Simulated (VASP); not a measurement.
# BP (zinc blende): single point with PBE

BP (zinc blende):

```xyz
2
Lattice="0.0000 2.2369 2.2369 2.2369 0.0000 2.2369 2.2369 2.2369 0.0000" Properties=species:S:1:pos:R:3 pbc="T T T"
B     0.0000    0.0000    0.0000
P     1.1184    1.1184    1.1184
```

This cell differs from its parent crystal: volume scaled by 0.96.

```yaml
Program: VASP 6.6.1
Task: single point
Functional: PBE
Potentials_or_basis: VASP PAW PBE potentials, release 64 (B, P)
Cutoff: 500 eV
k_mesh: 10 × 10 × 10
Occupations: gaussian, width 0.01 eV
Spin: no spin polarisation
```

```
Pressure               : 8.6 GPa
Band gap on the k mesh : 1.18 eV, indirect (least direct gap 3.47 eV)
```

Levels at points of the mesh, in eV from the valence-band top:
| k point | band 1 | band 2 | band 3 | band 4 | band 5 | band 6 | band 7 | band 8 |
| --- | --- | --- | --- | --- | --- | --- | --- | --- |
| (0.00, 0.00, 0.00) | -15.85 | 0.00 | 0.00 | 0.00 | 3.47 | 3.47 | 3.47 | 8.03 |
| (0.50, 0.00, 0.00) | -12.36 | -9.35 | -1.81 | -1.81 | 4.04 | 4.74 | 4.74 | 10.27 |
| (0.50, 0.50, 0.00) | -10.76 | -8.81 | -4.27 | -4.27 | 1.24 | 1.62 | 12.53 | 12.53 |

It took 6.8 s on 1 thread of AMD EPYC 9R45 96-Core Processor (Zen 5), with other jobs on the host, peak memory 0.1 GiB.

 A k mesh can miss the band edges.
